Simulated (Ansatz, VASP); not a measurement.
## One calculation of ZnS, two programs

Contents of INCAR:

```
SYSTEM = ZnS
PREC = Accurate
ENCUT = 500
EDIFF = 1E-6
ISMEAR = 0
SIGMA = 0.01
LREAL = .FALSE.
LASPH = .TRUE.
NELM = 120
ALGO = Normal
ISIF = 2
LWAVE = .FALSE.
LCHARG = .FALSE.
GGA = PE
NBANDS = 16
GGA_COMPAT = .FALSE.
```

File KPOINTS:

```
Automatic mesh
0
G
  6 6 6
  0 0 0
```

File POSCAR:

```
ZnS
1.0
    0.0000000000      2.7020000000      2.7020000000
    2.7020000000      0.0000000000      2.7020000000
    2.7020000000      2.7020000000      0.0000000000
Zn S
1 1
Direct
    0.7500000000      0.7500000000      0.7500000000
    0.0000000000      0.0000000000      0.0000000000
```

Input for Ansatz:

```yaml
crystal:
  lattice:
    bravais: fcc
    a: 5.404
  space_group: 216
  atoms:
    - { symbol: Zn, position: [0.25, 0.25, 0.75] }
    - { symbol: S, position: [0.0, 0.0, 0.0] }
  reduce_to_primitive: true
basis:
  ecutwfc: 500.0
kpoints:
  mp_grid:
    grid: [6, 6, 6]
hamiltonian:
  xc: pbe
scf:
  occupations:
    method: fixed
output:
  forces: true
  stress: true
```

Alike in both runs: task single point; functional PBE; k mesh 6 × 6 × 6; no spin polarisation.

|  | VASP | Ansatz |
| --- | --- | --- |
| version | VASP 6.6.1 | Ansatz 0.2.0 |
| potentials or method | VASP PAW PBE potentials, release 64 (Zn, S), cutoff 500 eV | plane waves, PAW |
| occupations | gaussian, width 0.01 eV | fixed |
| valence electrons in the cell | 18 | 18 |

```tsv
	VASP	Ansatz	Ansatz less VASP
pressure (GPa)	1.8	1.6	-0.16
```
